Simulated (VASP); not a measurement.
Runs of VASP 6.6.1 on SnSe. The structure is that of space group Fm-3m (No. 225), or close to it. The cells are those of the table. 

```tsv
cell	gap on the mesh (eV)	pressure (GPa)
a = 4.236, b = 4.236, c = 4.257 Å, angles 59.8, 59.8, 60.3°, 2 atoms	0.48	0.5
a = 4.300, b = 4.300, c = 4.257 Å, angles 60.3, 60.3, 59.3°, 2 atoms	0.38	-1.0
a = 4.321, b = 4.321, c = 4.257 Å, angles 60.5, 60.5, 59.0°, 2 atoms	0.35	(a)
a = 4.332, b = 4.332, c = 4.257 Å, angles 60.6, 60.6, 58.9°, 2 atoms	0.33	-1.6
a = 4.214, b = 4.214, c = 4.257 Å, angles 59.7, 59.7, 60.7°, 2 atoms	0.48	1.2
a = 4.278, b = 4.278, c = 4.257 Å, angles 60.2, 60.2, 59.7°, 2 atoms	0.41	(b)
```

Alike in all rows: task single point; level r2SCAN; potentials or basis VASP PAW PBE potentials, release 64 (Sn_d, Se); no spin polarisation; k mesh 10 × 10 × 10; cutoff (eV) 520; smearing gaussian 0.05 eV.

Problem. Estimate the missing entries.

Solution. (a) -1.4; (b) -0.5.

Caveats: the PAW data sets were made with another functional, which shifts forces and pressure a little; spin-orbit coupling is left out, which moves the levels of the heavy elements.

A k mesh can miss the band edges, and the runs leave out spin-orbit coupling on Se, Sn.
